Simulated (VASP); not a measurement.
# Fe (P6_3/mmc) in VASP: a series of runs

Runs on Fe. Level: PBE. Tasks: electric field gradients.

Program: VASP 6.6.1. These are calculated values, not measurements. Logs are shortened: lines on timing, memory, paths and dates and some standing lists are left out, and cuts for length are marked.

## Step 1: The cell of the first run

Symmetry: P6_3/mmc, No. 194, hexagonal system. Conventional cell: a = 2.385 Å, b = 2.385 Å, c = 3.764 Å, α = 90.00°, β = 90.00°, γ = 120.00°. Within 3.1 Å of Fe (site symmetry -6m2) lie 12 Fe at 2.33 to 2.38 Å.

This isn't the form of Fe at room conditions, which is bcc.

## Step 2: Electric field gradients, PBE (9.27 Å³/atom)

INCAR reads:

```
SYSTEM = Fe
  PREC = Accurate
  ENCUT = 510
  EDIFF = 1E-8
  ISMEAR = -1
  SIGMA = 0.08
  LREAL = .False.
  LASPH = .True.
  NELM = 120
  ALGO = Normal
  ISIF = 2
  LWAVE = .False.
  LCHARG = .False.
  GGA = PE
  LEFG = .True.
  NBANDS = 23
  GGA_COMPAT = .False.
```

KPOINTS reads:

```
regular mesh
0
Gamma
  17 17 10
  0 0 0
```

POSCAR reads:

```
Fe
1.0
    2.3848896599      0.0000000000      0.0000000000
   -1.1924448299      2.0653750307      0.0000000000
    0.0000000000      0.0000000000      3.7641728074
Fe
2
Direct
    0.3333333333      0.6666666667      0.2500000000
    0.6666666667      0.3333333333      0.7500000000
```

Potentials or basis: VASP PAW PBE potentials, release 64 (Fe_sv).

Run with:

```sh
$ cat potpaw_PBE.64/Fe_sv/POTCAR > POTCAR
$ mpirun -np 1 vasp_std > vasp.out
```

OUTCAR:

```text
SYSTEM = Fe
   PREC = Accurate
   ENCUT = 510
   EDIFF = 1E-8
   ISMEAR = -1
   LREAL = .False.
   LASPH = .True.
   NELM = 120
   ISIF = 2
   GGA = PE

 ion  position               nearest neighbor table
   1  0.333  0.667  0.250-   2 2.33   2 2.33   2 2.33   2 2.33   2 2.33   2 2.33
   2  0.667  0.333  0.750-   1 2.33   1 2.33   1 2.33   1 2.33   1 2.33   1 2.33

  LATTYP: Found a hexagonal cell.
 ALAT       =     2.3848896599
 C/A-ratio  =     1.5783425417

  Lattice vectors:

 A1 = (   2.3848896599,   0.0000000000,   0.0000000000)
 A2 = (  -1.1924448299,   2.0653750307,   0.0000000000)
 A3 = (   0.0000000000,   0.0000000000,   3.7641728074)

Analysis of symmetry for initial positions (statically):
=====================================================================
 Subroutine PRICEL returns:
 Original cell was already a primitive cell.

 Routine SETGRP: Setting up the symmetry group for a
 hexagonal supercell.

 Subroutine GETGRP returns: Found 24 space group operations
 (whereof 12 operations were pure point group operations)
 out of a pool of 24 trial point group operations.

The static configuration has the point symmetry D_3d.
 The point group associated with its full space group is D_6h.

Analysis of symmetry for dynamics (positions and initial velocities):
=====================================================================
 Subroutine PRICEL returns:
 Original cell was already a primitive cell.

 Routine SETGRP: Setting up the symmetry group for a
 hexagonal supercell.

 Subroutine GETGRP returns: Found 24 space group operations
 (whereof 12 operations were pure point group operations)
 out of a pool of 24 trial point group operations.

The dynamic configuration has the point symmetry D_3d.
 The point group associated with its full space group is D_6h.

 Subroutine INISYM returns: Found 24 space group operations
 (whereof 12 operations are pure point group operations),
 and found     1 'primitive' translations

----------------------------------------------------------------------------------------

                                     Primitive cell

  volume of cell :      18.5412

  direct lattice vectors                    reciprocal lattice vectors
     2.384889660  0.000000000  0.000000000     0.419306611  0.242086785  0.000000000
[... 115 lines left out ...]
   LEPSILON=     F    determine dielectric tensor
   LRPA    =     F    only Hartree local field effects (RPA)
 non-spin polarized calculation
  energy-cutoff  :      510.00
  volume of cell :       18.54
 maximum number of plane-waves:       506
 NGX is ok and might be reduce to    18
   NGX =  9   NGY =  9   NGZ = 13

 number of electron      31.9999992 magnetization

 Free energy of the ion-electron system (eV)
  ---------------------------------------------------
  ext. energy  EPLUGINS =         0.00000000
  ---------------------------------------------------
  free energy    TOTEN  =       -16.40108630 eV

  energy without entropy =      -16.35263372  energy(sigma->0) =      -16.37686001

 E-fermi :  15.7388     XC(G=0): -15.0635

 val. band max:       15.7363819966   @ k =   0.2941  -0.0000   0.2000
 cond. band min:      15.7404826585   @ k =   0.2941  -0.0000   0.0000
 fundamental gap:      0.0041006619
 Fermi energy:        15.7388061574

 k-point     1 :       0.0000    0.0000    0.0000
  band No.  band energies     occupation
      1     -71.6921      2.00000
      2     -71.4923      2.00000
      3     -38.1245      2.00000
      4     -37.3830      2.00000
      5     -37.3830      2.00000
      6     -37.2521      2.00000
[... 613 lines left out ...]
     22      30.0375      0.00000
     23      30.9432      0.00000

 [... further k-points ...]
[... 5 lines left out ...]
  --------------------------------------------------------------------------------------
  -------------------------------------------------------------------------------------
  Total        3.4564580      3.4564580      3.7429298      0.0000000      0.0000000      0.0000000
  in kB      298.6792834    298.6792834    323.4338749      0.0000000      0.0000000      0.0000000
  external PRESSURE =     306.9308139 kB  Pullay stress =       0.0000000 kB

 VOLUME and BASIS-vectors are now :
 -----------------------------------------------------------------------------
  energy-cutoff  :      510.00
  volume of cell :       18.54
      direct lattice vectors                 reciprocal lattice vectors
     2.384889660  0.000000000  0.000000000     0.419306611  0.242086785  0.000000000
    -1.192444830  2.065375031  0.000000000     0.000000000  0.484173569  0.000000000
     0.000000000  0.000000000  3.764172807     0.000000000  0.000000000  0.265662617

 POSITION                                       TOTAL-FORCE (eV/Angst)
 -----------------------------------------------------------------------------------
     -0.00000      1.37692      0.94104         0.000000     -0.000000      0.000000
      1.19244      0.68846      2.82313        -0.000000      0.000000      0.000000
 -----------------------------------------------------------------------------------
    total drift:                               -0.000000      0.000000     -0.000000

  FREE ENERGIE OF THE ION-ELECTRON SYSTEM (eV)
  ---------------------------------------------------
  free  energy   TOTEN  =       -16.4010863012 eV

  energy  without entropy=      -16.3526337212  energy(sigma->0) =      -16.37686001

 Electric field gradients (V/A^2)
---------------------------------------------------------------------
 ion       V_xx      V_yy      V_zz      V_xy      V_xz      V_yz
---------------------------------------------------------------------
   1       2.840     2.831    -5.670    -0.008     0.000    -0.000
   2       2.840     2.831    -5.670    -0.008    -0.000     0.000
---------------------------------------------------------------------

 Electric field gradients after diagonalization (V/A^2)
 (convention: |V_zz| > |V_xx| > |V_yy|)
----------------------------------------------------------------------
 ion       V_xx      V_yy      V_zz     asymmetry (V_yy - V_xx)/ V_zz
----------------------------------------------------------------------
   1       2.844     2.826    -5.670       0.003
   2       2.844     2.826    -5.670       0.003
----------------------------------------------------------------------

           NMR quadrupolar parameters

 Cq : quadrupolar parameter    Cq=e*Q*V_zz/h
 eta: asymmetry parameters     (V_yy - V_xx)/ V_zz
 Q  : nuclear electric quadrupole moment in mb (millibarn)
----------------------------------------------------------------------
 ion       Cq(MHz)       eta       Q (mb)
----------------------------------------------------------------------
   1      -0.014       0.003       1.000
   2      -0.014       0.003       1.000
----------------------------------------------------------------------
```

OSZICAR:

```text
N       E                     dE             d eps       ncg     rms          rms(c)
DAV:   1     0.643593020541E+03    0.64359E+03   -0.19656E+04  9259   0.243E+03
DAV:   2     0.212783922265E+02   -0.62231E+03   -0.60251E+03  9115   0.806E+02
DAV:   3    -0.183979623469E+02   -0.39676E+02   -0.38621E+02 10326   0.252E+02
DAV:   4    -0.193817665388E+02   -0.98380E+00   -0.98263E+00 10902   0.502E+01
DAV:   5    -0.194165428169E+02   -0.34776E-01   -0.34776E-01 10554   0.898E+00    0.194E+01
DAV:   6    -0.167001196328E+02    0.27164E+01   -0.15678E+01  9613   0.794E+01    0.549E+00
DAV:   7    -0.164296954901E+02    0.27042E+00   -0.16499E+00 10452   0.279E+01    0.120E+00
DAV:   8    -0.164069387967E+02    0.22757E-01   -0.32702E-02 12009   0.301E+00    0.526E-01
DAV:   9    -0.164010985657E+02    0.58402E-02   -0.10827E-02 10620   0.227E+00    0.101E-01
DAV:  10    -0.164010791931E+02    0.19373E-04   -0.34245E-04 11167   0.330E-01    0.474E-02
DAV:  11    -0.164010866936E+02   -0.75004E-05   -0.26163E-05 11716   0.791E-02    0.120E-02
DAV:  12    -0.164010863701E+02    0.32349E-06   -0.66913E-06 11096   0.499E-02    0.283E-03
DAV:  13    -0.164010863048E+02    0.65274E-07   -0.28722E-07 10848   0.967E-03    0.645E-04
DAV:  14    -0.164010863012E+02    0.36371E-08   -0.10103E-08  7079   0.143E-03
   1 F= -.16401086E+02 E0= -.16376860E+02  d E =-.484526E-01
```

stdout:

```text
POSCAR found type information on POSCAR Fe
 POSCAR found :  1 types and       2 ions
 scaLAPACK will be used
 LDA part: xc-table for (Slater+PW92), standard interpolation
 POSCAR, INCAR and KPOINTS ok, starting setup
 FFT: planning ... GRIDC
 FFT: planning ... GRID_SOFT
 FFT: planning ... GRID
 WAVECAR not read
 entering main loop
ion   1

ion   2
```

Wall time 45 s (1 thread of Intel Xeon Platinum 8488C (Sapphire Rapids), shared host); peak memory 0.17 GiB.

Results:

```
Free energy                             : -16.4011 eV
Pressure                                : 30.7 GPa
Band gap on the k mesh                  : zero (bands 16 and 17 overlap by 2.12 eV)
Largest electric field gradient by atom : Fe -5.7 V/Å²
```

Electric field gradients, principal values (V/Å²):
| atom | least | middle | greatest (by size) |
| --- | --- | --- | --- |
| 1 Fe | 2.826 | 2.844 | -5.670 |
| 2 Fe | 2.826 | 2.844 | -5.670 |

Caveat: the cell stands under pressure; without QUAD_EFG the Cq values of the log hold for a quadrupole moment of 1 mb, not for the nuclei; the run has no spin polarisation, though such a crystal can be magnetic. Spin polarisation is off, so any magnetic state and its effect on volume and gap are missing.

## Step 3: Electric field gradients, PBE (zz strain of -2 %)

INCAR reads:

```
SYSTEM = Fe
  ALGO = Normal
  EDIFF = 1E-8
  ENCUT = 510
  GGA = PE
  GGA_COMPAT = .FALSE.
  ISIF = 2
  ISMEAR = -1
  LASPH = .TRUE.
  LCHARG = .FALSE.
  LEFG = .TRUE.
  LREAL = .FALSE.
  LWAVE = .FALSE.
  NBANDS = 23
  NELM = 120
  PREC = Accurate
  SIGMA = 0.08
```

KPOINTS reads:

```
k-points
0
G
  17 17 10
  0 0 0
```

POSCAR reads:

```
Fe
1.0
    2.4341575853      0.0000000000      0.0000000000
   -1.2170787927      2.1080423057      0.0000000000
    0.0000000000      0.0000000000      3.7650957806
Fe
2
Direct
    0.3333333333      0.6666666667      0.2500000000
    0.6666666667      0.3333333333      0.7500000000
```

Potentials or basis: VASP PAW PBE potentials, release 64 (Fe_sv).

Run with:

```sh
$ cat potpaw_PBE.64/Fe_sv/POTCAR > POTCAR
$ mpirun -np 1 vasp_std > vasp.out
```

OUTCAR:

```text
SYSTEM = Fe
   EDIFF = 1E-8
   ENCUT = 510
   GGA = PE
   ISIF = 2
   ISMEAR = -1
   LASPH = .TRUE.
   LREAL = .FALSE.
   NELM = 120
   PREC = Accurate

 ion  position               nearest neighbor table
   1  0.333  0.667  0.250-   2 2.35   2 2.35   2 2.35   2 2.35   2 2.35   2 2.35
   2  0.667  0.333  0.750-   1 2.35   1 2.35   1 2.35   1 2.35   1 2.35   1 2.35

  LATTYP: Found a hexagonal cell.
 ALAT       =     2.4341575853
 C/A-ratio  =     1.5467756908

  Lattice vectors:

 A1 = (   2.4341575853,   0.0000000000,   0.0000000000)
 A2 = (  -1.2170787927,   2.1080423057,   0.0000000000)
 A3 = (   0.0000000000,   0.0000000000,   3.7650957806)

Analysis of symmetry for initial positions (statically):
=====================================================================
 Subroutine PRICEL returns:
 Original cell was already a primitive cell.

 Routine SETGRP: Setting up the symmetry group for a
 hexagonal supercell.

 Subroutine GETGRP returns: Found 24 space group operations
 (whereof 12 operations were pure point group operations)
 out of a pool of 24 trial point group operations.

The static configuration has the point symmetry D_3d.
 The point group associated with its full space group is D_6h.

Analysis of symmetry for dynamics (positions and initial velocities):
=====================================================================
 Subroutine PRICEL returns:
 Original cell was already a primitive cell.

 Routine SETGRP: Setting up the symmetry group for a
 hexagonal supercell.

 Subroutine GETGRP returns: Found 24 space group operations
 (whereof 12 operations were pure point group operations)
[... 151 lines left out ...]
 E-fermi :  14.9404     XC(G=0): -14.7896

 val. band max:       14.9237490853   @ k =   0.1176   0.1176   0.3000
 cond. band min:      14.9431991960   @ k =   0.3529   0.2353   0.3000
 fundamental gap:      0.0194501107
 Fermi energy:        14.9403755577

 k-point     1 :       0.0000    0.0000    0.0000
  band No.  band energies     occupation
      1     -72.4186      2.00000
      2     -72.2364      2.00000
      3     -38.8240      2.00000
      4     -38.1703      2.00000
      5     -38.1703      2.00000
      6     -38.0415      2.00000
[... 613 lines left out ...]
     22      28.5534      0.00000
     23      29.3857      0.00000

 [... further k-points ...]
[... 5 lines left out ...]
  --------------------------------------------------------------------------------------
  -------------------------------------------------------------------------------------
  Total        1.2690166      1.2690166      2.7609737     -0.0000000      0.0000000     -0.0000000
  in kB      105.2383052    105.2383052    228.9648450     -0.0000000      0.0000000     -0.0000000
  external PRESSURE =     146.4804851 kB  Pullay stress =       0.0000000 kB

 VOLUME and BASIS-vectors are now :
 -----------------------------------------------------------------------------
  energy-cutoff  :      510.00
  volume of cell :       19.32
      direct lattice vectors                 reciprocal lattice vectors
     2.434157585  0.000000000  0.000000000     0.410819746  0.237186891  0.000000000
    -1.217078793  2.108042306  0.000000000     0.000000000  0.474373781  0.000000000
     0.000000000  0.000000000  3.765095781     0.000000000  0.000000000  0.265597493

 POSITION                                       TOTAL-FORCE (eV/Angst)
 -----------------------------------------------------------------------------------
     -0.00000      1.40536      0.94127         0.000000     -0.000000      0.000000
      1.21708      0.70268      2.82382        -0.000000      0.000000      0.000000
 -----------------------------------------------------------------------------------
    total drift:                                0.000000     -0.000000      0.000000

  FREE ENERGIE OF THE ION-ELECTRON SYSTEM (eV)
  ---------------------------------------------------
  free  energy   TOTEN  =       -16.5136256075 eV

  energy  without entropy=      -16.4629425378  energy(sigma->0) =      -16.48828407

 Electric field gradients (V/A^2)
---------------------------------------------------------------------
 ion       V_xx      V_yy      V_zz      V_xy      V_xz      V_yz
---------------------------------------------------------------------
   1       4.364     4.351    -8.716    -0.012     0.000    -0.000
   2       4.364     4.351    -8.716    -0.012    -0.000     0.000
---------------------------------------------------------------------

 Electric field gradients after diagonalization (V/A^2)
 (convention: |V_zz| > |V_xx| > |V_yy|)
----------------------------------------------------------------------
 ion       V_xx      V_yy      V_zz     asymmetry (V_yy - V_xx)/ V_zz
----------------------------------------------------------------------
   1       4.371     4.344    -8.716       0.003
   2       4.371     4.344    -8.716       0.003
----------------------------------------------------------------------

           NMR quadrupolar parameters

 Cq : quadrupolar parameter    Cq=e*Q*V_zz/h
 eta: asymmetry parameters     (V_yy - V_xx)/ V_zz
 Q  : nuclear electric quadrupole moment in mb (millibarn)
----------------------------------------------------------------------
 ion       Cq(MHz)       eta       Q (mb)
----------------------------------------------------------------------
   1      -0.021       0.003       1.000
   2      -0.021       0.003       1.000
----------------------------------------------------------------------
```

OSZICAR:

```text
N       E                     dE             d eps       ncg     rms          rms(c)
DAV:   1     0.644562700652E+03    0.64456E+03   -0.19670E+04  9246   0.240E+03
DAV:   2     0.214619024373E+02   -0.62310E+03   -0.60384E+03  9115   0.803E+02
DAV:   3    -0.185662579530E+02   -0.40028E+02   -0.39006E+02 10466   0.252E+02
DAV:   4    -0.195760371325E+02   -0.10098E+01   -0.10089E+01 10760   0.508E+01
DAV:   5    -0.196118104997E+02   -0.35773E-01   -0.35773E-01 10660   0.910E+00    0.186E+01
DAV:   6    -0.168712677040E+02    0.27405E+01   -0.16888E+01  9525   0.813E+01    0.624E+00
DAV:   7    -0.165425276096E+02    0.32874E+00   -0.19181E+00 10256   0.298E+01    0.115E+00
DAV:   8    -0.165203188286E+02    0.22209E-01   -0.33710E-02 12028   0.301E+00    0.572E-01
DAV:   9    -0.165136394091E+02    0.66794E-02   -0.11721E-02 10621   0.234E+00    0.112E-01
DAV:  10    -0.165136183425E+02    0.21067E-04   -0.36110E-04 11082   0.336E-01    0.543E-02
DAV:  11    -0.165136260208E+02   -0.76782E-05   -0.27071E-05 11717   0.796E-02    0.113E-02
DAV:  12    -0.165136256622E+02    0.35858E-06   -0.61688E-06 11246   0.475E-02    0.311E-03
DAV:  13    -0.165136256157E+02    0.46490E-07   -0.25379E-07 10801   0.902E-03    0.796E-04
DAV:  14    -0.165136256075E+02    0.82409E-08   -0.87006E-09  6876   0.132E-03
   1 F= -.16513626E+02 E0= -.16488284E+02  d E =-.506831E-01
```

Wall time 60 s (1 thread of Intel Xeon Platinum 8259CL at 2.50GHz (Skylake/Cascade Lake), shared host); peak memory 0.18 GiB.

What came out:

```
Free energy                             : -16.5136 eV
Pressure                                : 14.6 GPa
Band gap on the k mesh                  : zero (bands 16 and 17 overlap by 1.94 eV)
Largest electric field gradient by atom : Fe -8.7 V/Å²
```

Electric field gradients, principal values (V/Å²):
| atom | least | middle | greatest (by size) |
| --- | --- | --- | --- |
| 1 Fe | 4.344 | 4.371 | -8.716 |
| 2 Fe | 4.344 | 4.371 | -8.716 |

Caveat: the cell differs from its parent crystal (zz strain of -2 %); the stress differs along the axes, from 11 to 23 GPa; without QUAD_EFG the Cq values of the log hold for a quadrupole moment of 1 mb, not for the nuclei; the run has no spin polarisation, though such a crystal can be magnetic. Spin polarisation is off, so any magnetic state and its effect on volume and gap are missing.
